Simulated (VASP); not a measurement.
Crystal: BN.

```xyz
4
Lattice="2.5544 0.0000 0.0000 -1.2772 2.2122 0.0000 0.0000 0.0000 4.2244" Properties=species:S:1:pos:R:3 pbc="T T T"
B     0.0000    1.4748    0.0008
B     1.2772    0.7374    2.1130
N     0.0000    1.4748    1.5834
N     1.2772    0.7374    3.6956
```

* Program: VASP 6.6.1
* Task: relaxation of cell and atoms
* Functional: LDA
* Potentials or basis: VASP PAW LDA potentials, release 64 (B, N)
* Cutoff: 600 eV
* k mesh: 12 × 12 × 6
* Occupations: fermi-dirac, width 0.02 eV
* Spin: no spin polarisation

At the start: pressure -13.1 GPa; volume 5.97 Å³/atom.

Q: Where does the relaxation end?

A: Over 8 steps the energy falls by 8.5 meV/atom and the volume is 5.76 Å³/atom (-3.4 %); space group P6_3mc (No. 186, to 0.05 Å).

Step by step:
```csv
step,energy change (eV),largest force (eV/Å),pressure (GPa),volume (Å³)
1,0.0000,0.0045,-13.07,23.87
2,0.0056,0.0662,15.77,22.23
3,-0.0341,0.0274,-0.10,23.06
4,-0.0340,0.0281,0.18,23.05
5,-0.0340,0.0315,0.20,23.05
6,-0.0341,0.0001,0.19,23.05
7,-0.0341,0.0000,-0.13,23.07
8,-0.0341,0.0001,-0.01,23.06
```

Final structure:
```
B N
1.0
     2.52465    0.00000    0.00000
    -1.26232    2.18641    0.00000
     0.00000    0.00000    4.17737
B N
2 2
Cartesian
  0.0000 1.4576 0.0013
  1.2623 0.7288 2.0899
  0.0000 1.4576 1.5653
  1.2623 0.7288 3.6539
```
